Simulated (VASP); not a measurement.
## Be2ZnTe3: relaxation of cell and atoms with PBE

The system is Be2ZnTe3.

```
CELL_PARAMETERS angstrom
-2.05601 2.05601 8.81640
2.05601 -2.05601 8.81640
2.05601 2.05601 -8.81640
ATOMIC_POSITIONS crystal
Be 0.67120 0.67120 0.00000
Be 0.32880 0.32880 0.00000
Zn 0.00000 0.00000 0.00000
Te 0.59356 0.09356 0.50000
Te 0.25000 0.75000 0.50000
Te 0.90644 0.40644 0.50000
```

```yaml
Program: VASP 6.6.1
Task: relaxation of cell and atoms
Functional: PBE
Potentials_or_basis: VASP PAW PBE potentials, release 64 (Be, Zn, Te)
Cutoff: 600 eV
k_mesh: 10 × 10 × 10
Occupations: gaussian, width 0.02 eV
Spin: no spin polarisation
Dipole_correction: no
Further_INCAR_settings: ALGO = Normal; EDIFF = 1e-06; IBRION = 2; EDIFFG = -0.01; NSW = 100; ISIF = 3
```

* Relaxed volume: 24.92 Å³/atom
* Relaxed cell: a = 9.293 Å, b = 9.293 Å, c = 9.293 Å, α = 154.41°, β = 154.41°, γ = 36.51°
* Space group after relaxing (to 0.1 Å): I-4m2 (No. 119)
* Energy gained by relaxing: 0.0 meV/atom
* Ionic steps: 2
* Pressure after relaxing: 0.0 GPa
* Largest force after relaxing: 0.008 eV/Å
* Band gap on the k mesh: 1.99 eV

Forces on the atoms (eV/Å):
```
Be   0.000  0.000 -0.005
Be   0.000  0.000  0.005
Zn   0.000  0.000  0.000
Te   0.000  0.000 -0.008
Te   0.000  0.000  0.000
Te   0.000  0.000  0.008
```

Step by step:
| step | energy change (eV) | largest force (eV/Å) | pressure (GPa) | volume (Å³) |
| --- | --- | --- | --- | --- |
| 1 | 0.0000 | 0.0088 | 0.14 | 149.07 |
| 2 | -0.0002 | 0.0077 | 0.00 | 149.54 |

Final structure:
```xyz
6
Lattice="-2.0581 2.0581 8.8255 2.0581 -2.0581 8.8255 2.0581 2.0581 -8.8255" Properties=species:S:1:pos:R:3 pbc="T T T"
Be    0.0000    0.0000   11.8471
Be    2.0582    2.0582   -3.0216
Zn    0.0000    0.0000    0.0000
Te    0.0000    2.0582    1.6511
Te    2.0582    0.0000    4.4128
Te    0.0000    2.0581    7.1745
```

Levels at points of the mesh, in eV from the valence-band top:
```csv
k point,band 13,band 14,band 15,band 16,band 17,band 18,band 19,band 20,band 21
"(0.00, 0.00, 0.00)",-1.81,-1.81,-0.17,0.00,0.00,1.99,2.42,2.54,3.22
"(0.50, 0.00, 0.00)",-2.30,-1.41,-1.38,-1.09,-0.57,2.33,3.29,3.43,4.41
"(0.50, 0.50, 0.00)",-3.06,-2.89,-2.80,-2.44,-2.41,2.10,2.21,3.65,3.66
"(0.50, 0.50, 0.50)",-1.76,-1.19,-1.19,-0.60,-0.60,2.01,2.49,2.85,3.53
```

Wall time 49 min on 1 thread of Oxide Virtual Turin-like Processor (shared host), peak memory 1.2 GiB.

Caveat: spin-orbit coupling is left out, which moves the levels of the heavy elements. A k mesh can miss the band edges.
